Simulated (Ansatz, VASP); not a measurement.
## Two plane-wave programs on GdN

```xyz
4
Lattice="3.3394 0.0000 0.0000 -1.6697 2.8920 3.0379 0.0000 0.0000 6.0759" Properties=species:S:1:pos:R:3 pbc="T T T"
Gd    3.3394    0.0000    6.0759
Gd    3.3394    0.0000    3.0379
N     1.6697    0.9640    1.5190
N     1.6697    0.9640    4.5569
```

Alike in both runs: task single point; functional LDA; k mesh 10 × 10 × 5; occupations gaussian, width 0.05 eV; collinear spin; Hubbard terms Gd f U = 6.0 eV.

```csv
,VASP,Ansatz
version,VASP 6.6.1,Ansatz 0.2.0
potentials or method,"VASP PAW PBE potentials, release 64 (Gd, N), cutoff 520 eV","scalar-relativistic, plane waves, PAW"
valence electrons in the cell,46,46
```

VASP gave:

```
gap on the k mesh at the Fermi level (eV)                     : 0.20
least direct gap on the mesh (eV)                             : 0.20
pressure (GPa)                                                : 0.8
rms of the force components (eV/Å)                            : 0.004
net moment per atom (μB)                                      : 0.00
size of the moment on the site where the two differ most (μB) : 6.87
```

Task: Which values does Ansatz return?

Result: gap on the k mesh at the Fermi level (eV): 0.22; least direct gap on the mesh (eV): 0.22; pressure (GPa): 0.2; rms of the force components (eV/Å): 0.004; net moment per atom (μB): 0.00; size of the moment on the site where the two differ most (μB): 6.90.

VASP's potentials were made for PBE, not for LDA. LDA's correlation is that of Perdew and Zunger in VASP and of Perdew and Wang (1992) in Ansatz. Site moments also hang on the region over which each program counts them. The programs project onto different local orbitals, so the same U acts differently, and such runs can settle in different states. Ansatz's warnings: saved state not lowest, stability check not made.

Spin-orbit coupling is off throughout.
